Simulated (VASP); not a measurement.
Runs of VASP 6.6.1 on HfN. The structure is that of space group Fm-3m (No. 225), or close to it. The cells are those of the table. 

| cell | gap on the mesh (eV) | pressure (GPa) | largest force (eV/Å) |
| --- | --- | --- | --- |
| a = 3.191, b = 3.191, c = 3.223 Å, angles 59.7, 59.7, 60.7°, 2 atoms | none | (b) | - |
| a = 3.159 Å, angles 60.0°, 2 atoms | none | -1.2 | - |
| a = 3.128, b = 3.128, c = 3.096 Å, angles 60.3, 60.3, 59.3°, 2 atoms | none | 14.1 | (a) |
| a = 3.097, b = 3.097, c = 3.033 Å, angles 60.7, 60.7, 58.6°, 2 atoms | none | 30.2 | 0.93 |

Alike in all rows: task single point; level LDA; potentials or basis VASP PAW LDA potentials, release 64 (Hf_pv, N); no spin polarisation; k mesh 18 × 18 × 18; cutoff (eV) 520; smearing gaussian 0.15 eV.

Fill in the values left out.

(a) 1.54; (b) -11.9.

Caveats: spin-orbit coupling is left out, which moves the levels of the heavy elements; forces of over 1 eV/Å act on the atoms, so gaps and moduli don't describe the material at rest (some runs).

A k mesh can miss the band edges, and the runs leave out spin-orbit coupling on Hf.

A gap of «none» marks levels without a gap at the run's occupations.
